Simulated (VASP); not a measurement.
Write the native input for VASP 6.6.1 that does the following.

- Task: electric field gradients
- Functional: LDA
- Potentials or basis: VASP PAW LDA potentials, release 64 (Li_sv, F)
- Cutoff: 520 eV
- k mesh: 10 × 10 × 10
- Occupations: fermi-dirac, width 0.03 eV
- Spin: no spin polarisation
- Dipole correction: no
- Further INCAR settings: ALGO = Normal; EDIFF = 1e-08; NBANDS = 12

The structure of LiF lies in POSCAR:

```
LiF
1.0
    0.0000000000      2.0206910790      2.0206910790
    2.0206910790      0.0000000000      2.0206910790
    2.0206910790      2.0206910790      0.0000000000
Li F
1 1
Direct
    0.0000000000      0.0000000000      0.0000000000
    0.5000000000      0.5000000000      0.5000000000
```

This cell differs from its parent crystal: volume scaled by 1.01.

One way to write it, as run:

INCAR

```
SYSTEM = LiF
PREC = Accurate ; ENCUT = 520
EDIFF = 1E-8 ; ISMEAR = -1
SIGMA = 0.03 ; LREAL = .FALSE.
LASPH = .TRUE. ; NELM = 100
ALGO = Normal ; ISIF = 2
LWAVE = .FALSE. ; LCHARG = .FALSE.
GGA = CA ; LEFG = .TRUE.
NBANDS = 12
```

KPOINTS

```
Automatic mesh
0
G
  10 10 10
  0 0 0
```

Potentials or basis: VASP PAW LDA potentials, release 64 (Li_sv, F).

Run with:

```sh
$ cat potpaw_LDA.64/Li_sv/POTCAR potpaw_LDA.64/F/POTCAR > POTCAR
$ mpirun -np 1 vasp_std > vasp.out
```

It gave:

- Band gap on the k mesh: 8.74 eV, direct

Caveat: without QUAD_EFG the Cq values of the log hold for a quadrupole moment of 1 mb, not for the nuclei.

Wall time 11 s on 1 thread of Intel Xeon 8259CL, with other jobs on the host, peak memory 0.12 GiB.
